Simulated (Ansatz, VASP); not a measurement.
One calculation of ZrC, two programs

```xyz
2
Lattice="0.0000 2.3544 2.3544 2.3544 0.0000 2.3544 2.3544 2.3544 0.0000" Properties=species:S:1:pos:R:3 pbc="T T T"
Zr    0.0000    0.0000    0.0000
C     2.3544    2.3544    2.3544
```

Alike in both runs: functional PBE; k mesh 20 × 20 × 20; occupations gaussian, width 0.1 eV; no spin polarisation.

Ansatz relaxed the structure, and its values are those at the end. VASP's run is a single point on that final structure, the one shown.

|  | VASP | Ansatz |
| --- | --- | --- |
| version | VASP 6.6.1 | Ansatz 0.2.0 |
| potentials or method | VASP PAW PBE potentials, release 64 (Zr_sv, C), cutoff 520 eV | scalar-relativistic, plane waves, PAW |
| valence electrons in the cell | 16 | 16 |

```tsv
	VASP	Ansatz	Ansatz less VASP
gap on the k mesh at the Fermi level (eV)	none	none	-
pressure (GPa)	0.2	0.0	-0.25
```

A gap of «none» marks a metal or a gap that the smearing closes.
